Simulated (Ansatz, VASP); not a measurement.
# Two plane-wave programs on AlGa3N4

```
Al Ga N
1.0
     4.39726    0.00000    0.00000
     0.00000    4.39726    0.00000
     0.00000    0.00000    4.39726
Al Ga N
1 3 4
Direct
  0.00000 0.00000 0.00000
  0.50000 0.50000 0.00000
  0.50000 0.00000 0.50000
  0.00000 0.50000 0.50000
  0.75486 0.75486 0.24514
  0.75486 0.24514 0.75486
  0.24514 0.75486 0.75486
  0.24514 0.24514 0.24514
```

Alike in both runs: functional LDA; k mesh 6 × 6 × 6; no spin polarisation.

Ansatz relaxed the structure, and its values are those at the end. VASP's run is a single point on that final structure, the one shown.

|  | VASP | Ansatz |
| --- | --- | --- |
| version | VASP 6.6.1 | Ansatz 0.2.0 |
| potentials or method | VASP PAW LDA potentials, release 64 (Al, Ga_d, N_h), cutoff 910 eV | scalar-relativistic, plane waves, PAW |
| occupations | gaussian, width 0.01 eV | fixed |
| valence electrons in the cell | 62 | 62 |

```tsv
	VASP	Ansatz	Ansatz less VASP
gap on the k mesh at the Fermi level (eV)	2.72	2.70	-0.016
least direct gap on the mesh (eV)	2.72	2.70	-0.016
rms of the force components (eV/Å)	0.011	0.000	-0.0109
```

LDA's correlation is that of Perdew and Zunger in VASP and of Perdew and Wang (1992) in Ansatz. Ansatz's warnings: stress scf threshold loose.

Noted on VASP's run: the cutoff is short for stress, so the pressure is rough.
